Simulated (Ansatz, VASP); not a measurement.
## One calculation of CO, two programs

INCAR

```
PREC = Accurate ; ENCUT = 520
EDIFF = 1E-7 ; ISMEAR = 0
SIGMA = 0.1 ; LREAL = F
LASPH = T ; NELM = 100
ALGO = Normal ; ISIF = 2
LWAVE = F ; LCHARG = F
LDIPOL = T ; IDIPOL = 3
DIPOL = 0.5 0.5 0.671 ; GGA = PE
IVDW = 12 ; NBANDS = 12
```

Contents of KPOINTS:

```
Automatic mesh
0
Gamma
  4 4 1
```

File POSCAR:

```
CO
1.0
    5.7606628207      0.0000000000      0.0000000000
   -2.8803314104      4.9888803454      0.0000000000
    0.0000000000      0.0000000000     22.9700614970
C O
1 1
Direct
    0.5215019405     -0.0013692434      0.6465054012
    0.5492543508     -0.0034790868      0.6958140456
```

Input for Ansatz:

```yaml
crystal:
  lattice:
    - [5.7606628207, 0.0, 0.0]
    - [-2.8803314104, 4.9888803454, 0.0]
    - [0.0, 0.0, 22.970061497]
  atoms:
    - { symbol: C, position: [0.5215019405, -0.0013692434, 0.6465054012] }
    - { symbol: O, position: [0.5492543508, -0.0034790868, 0.6958140456] }
basis:
  ecutwfc: 420
kpoints:
  mp_grid: { grid: [4, 4, 1] }
hamiltonian:
  xc: pbe
  dispersion: d3bj
scf:
  occupations: { method: gaussian, width: 0.1 }
output:
  forces: true
  eigenvalues: true
  write_density: true
  volumetric_format: npy
efield:
  axis: 3
  dipole_correction: true
  ramp_width: 0.04
```

Alike in both runs: task single point; functional PBE; dispersion D3(BJ); k mesh 4 × 4 × 1; occupations gaussian, width 0.1 eV; no spin polarisation.

```csv
,VASP,Ansatz
version,VASP 6.6.1,Ansatz 0.2.0
potentials or method,"VASP PAW PBE potentials, release 64 (C, O), cutoff 520 eV","scalar-relativistic, plane waves, PAW"
valence electrons in the cell,10,10
```

Ansatz gave:

```
gap on the k mesh at the Fermi level (eV) : 6.77
rms of the force components (eV/Å)        : 0.597
```

Q: Which values does VASP return?

A: gap on the k mesh at the Fermi level (eV): 6.77; rms of the force components (eV/Å): 0.091.

Atom by atom the forces differ by 0.506 eV/Å (rms over components). One of these differences is far larger than is usual between the two programs; its cause wasn't traced.

Noted on VASP's run: the standard files for N, O and F lose accuracy on very short bonds.
